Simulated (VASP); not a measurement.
Here is a VASP 6.6.1 calculation.

File POSCAR:

```
Au
1.0
    0.0000000000      1.9841350000      2.0761825000
    1.9841350000      0.0000000000      2.0761825000
    1.9841350000      1.9841350000      0.0000000000
Au
1
Direct
    0.0000000000      0.0000000000      0.0000000000
```

INCAR.step1

```
PREC = Accurate
ENCUT = 520
ISMEAR = 0
SIGMA = 0.15
LREAL = False
LASPH = True
NELM = 80
NBANDS = 12
GGA = PE
ALGO = Normal
EDIFF = 1E-4
LWAVE = True
LCHARG = False
```

File INCAR.step2:

```
PREC = Accurate
ENCUT = 520
EDIFF = 1E-6
ISMEAR = 0
SIGMA = 0.15
LREAL = False
LASPH = True
NELM = 80
ALGO = Normal
ISIF = 2
LWAVE = False
LCHARG = False
METAGGA = R2SCAN
LMIXTAU = True
NBANDS = 12
ISTART = 1
```

File KPOINTS:

```
regular mesh
0
Gamma
  20 20 20
```

Potentials or basis: VASP PAW PBE potentials, release 64 (Au).

The run is started by

```console
$ cat potpaw_PBE.64/Au/POTCAR > POTCAR
$ cp INCAR.step1 INCAR
$ mpirun -np 1 vasp_std > vasp.out
$ cp INCAR.step2 INCAR
$ mpirun -np 1 vasp_std > vasp.out
```

(1) Predict the band gap on the k mesh.

(2) Predict the pressure.

## Answers

(1) zero (an odd number of electrons rules out a gap without spin polarisation).

(2) 14.0 GPa.

Caveat: the cell differs from its parent crystal (strain -0.030 along x and y, +0.015 along z); the cell stands under pressure; the PAW data sets were made with another functional, which shifts forces and pressure a little; spin-orbit coupling is left out, which moves the levels of the heavy elements.
